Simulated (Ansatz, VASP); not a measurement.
KTaO3 in VASP and in Ansatz

The input POSCAR:

```
KTaO3
1.0
    3.9883000000      0.0000000000      0.0000000000
    0.0000000000      3.9883000000      0.0000000000
    0.0000000000      0.0000000000      3.9883000000
K Ta O
1 1 3
Direct
    0.5000000000      0.5000000000      0.5000000000
   -0.0094025023      0.0000000000      0.0000000000
    0.5000000000      0.0000000000      0.0000000000
    0.0000000000      0.5000000000      0.0000000000
    0.0000000000      0.0000000000      0.5000000000
```

INCAR.step1

```
SYSTEM = KTaO3
ALGO = Normal
EDIFF = 1E-4
ENCUT = 520
GGA = PE
ISMEAR = 0
LASPH = .TRUE.
LCHARG = .FALSE.
LREAL = .FALSE.
LWAVE = .TRUE.
NBANDS = 27
NELM = 60
PREC = Accurate
SIGMA = 0.05
```

File INCAR.step2:

```
SYSTEM = KTaO3
ALGO = Normal
EDIFF = 1E-7
ENCUT = 520
ISIF = 2
ISMEAR = 0
ISTART = 1
LASPH = .TRUE.
LCHARG = .FALSE.
LMIXTAU = .TRUE.
LREAL = .FALSE.
LWAVE = .FALSE.
METAGGA = R2SCAN
NBANDS = 27
NELM = 60
PREC = Accurate
SIGMA = 0.05
```

Contents of KPOINTS:

```
k-points
0
G
  6 6 6
  0 0 0
```

Input for Ansatz:

```yaml
crystal:
  lattice:
    - [3.9883, 0.0, 0.0]
    - [0.0, 3.9883, 0.0]
    - [0.0, 0.0, 3.9883]
  atoms:
    - { symbol: K, position: [0.5, 0.5, 0.5] }
    - { symbol: Ta, position: [-0.0094025023, 0.0, 0.0] }
    - { symbol: O, position: [0.5, 0.0, 0.0] }
    - { symbol: O, position: [0.0, 0.5, 0.0] }
    - { symbol: O, position: [0.0, 0.0, 0.5] }
basis:
  ecutwfc: 500
kpoints:
  mp_grid: { grid: [6, 6, 6] }
hamiltonian:
  xc: r2scan
scf:
  occupations: { method: gaussian, width: 0.05 }
output:
  forces: true
  stress: true
  eigenvalues: true
  write_density: true
  write_potential: true
  elf: true
  volumetric_format: npy
```

Change from the starting cell: all Ta atoms moved +0.037 Å, as atom 2 towards its neighbour atom 3 (O) at 1.994 Å.

Alike in both runs: task single point; functional r2SCAN; k mesh 6 × 6 × 6; occupations gaussian, width 0.05 eV; no spin polarisation.

|  | VASP | Ansatz |
| --- | --- | --- |
| version | VASP 6.6.1 | Ansatz 0.2.0 |
| potentials or method | VASP PAW PBE potentials, release 64 (K_sv, Ta_pv, O), cutoff 520 eV | scalar-relativistic, plane waves, PAW |
| valence electrons in the cell | 38 | 40 |

Ansatz gave:

| Quantity | Value |
| --- | --- |
| gap on the k mesh at the Fermi level (eV) | 2.63 |
| least direct gap on the mesh (eV) | 3.29 |
| pressure (GPa) | 0.4 |
| traceless stress, the component that is largest in VASP (GPa) | 0.30 |
| rms of the force components (eV/Å) | 0.030 |

Problem. Estimate VASP's values.

Solution. gap on the k mesh at the Fermi level (eV): 2.60; least direct gap on the mesh (eV): 3.27; pressure (GPa): 1.3; traceless stress, the component that is largest in VASP (GPa): 0.32; rms of the force components (eV/Å): 0.035.

VASP's potentials were made for PBE, not for r2SCAN. Atom by atom the forces differ by 0.012 eV/Å (rms over components). The functional is the same, so the differences come from potentials, cutoffs and numerics. VASP's potentials hold 38 valence electrons a cell and Ansatz's 40, so a difference there can come from the potentials and not from the codes.

Neither program's run includes spin-orbit coupling.
